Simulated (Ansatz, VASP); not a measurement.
Na2Cl: VASP beside Ansatz

The input INCAR:

```
SYSTEM = Na2Cl
ALGO = Normal
EDIFF = 1E-6
ENCUT = 520
GGA = PS
ISIF = 2
ISMEAR = 0
LASPH = .True.
LCHARG = .True.
LELF = .True.
LREAL = .False.
LVHAR = .True.
LWAVE = .False.
NBANDS = 18
NELM = 80
PREC = Accurate
SIGMA = 0.15
```

KPOINTS

```
k-points
0
Gamma
  10 10 10
  0 0 0
```

Contents of POSCAR:

```
Na2Cl
1.0
    1.9673871900      1.1358715300      6.7290776100
   -1.9673871900      1.1358715300      6.7290776100
    0.0000000000     -2.2717430500      6.7290776100
Na Cl
2 1
Direct
    0.7510740000      0.7510740000      0.7510740000
    0.2489260000      0.2489260000      0.2489260000
    0.0000000000      0.0000000000      0.0000000000
```

Input for Ansatz:

```yaml
crystal:
  lattice:
    - [1.96738719, 1.13587153, 6.72907761]
    - [-1.96738719, 1.13587153, 6.72907761]
    - [0.0, -2.27174305, 6.72907761]
  atoms:
    - { symbol: Na, position: [0.751074, 0.7510740000000001, 0.751074] }
    - { symbol: Na, position: [0.24892600000000004, 0.24892600000000004, 0.248926] }
    - { symbol: Cl, position: [0.0, 0.0, 0.0] }
kpoints:
  mp_grid:
    grid: [10, 10, 10]
hamiltonian:
  xc: pbesol
  pseudopotentials:
    kind: paw
scf:
  occupations:
    method: gaussian
    width: 0.15
output:
  forces: true
  stress: true
  eigenvalues: true
```

Alike in both runs: task single point; functional PBEsol; k mesh 10 × 10 × 10; occupations gaussian, width 0.15 eV; no spin polarisation.

|  | VASP | Ansatz |
| --- | --- | --- |
| version | VASP 6.6.1 | Ansatz 0.2.0 |
| potentials or method | VASP PAW PBE potentials, release 64 (Na_pv, Cl) | plane waves, PAW |
| plane-wave cutoff (eV) | 520 | 420 |
| valence electrons in the cell | 21 | 25 |

```tsv
	VASP	Ansatz	Ansatz less VASP
gap on the k mesh at the Fermi level (eV)	none	none	-
pressure (GPa)	-0.6	-0.6	-0.01
rms of the force components (eV/Å)	0.004	0.006	+0.0025
```

VASP's potentials were made for PBE, not for PBEsol. Atom by atom the forces differ by 0.003 eV/Å (rms over components). A gap of «none» marks a metal or a gap that the smearing closes. VASP's potentials hold 21 valence electrons a cell and Ansatz's 25, so a difference there can come from the potentials and not from the codes.
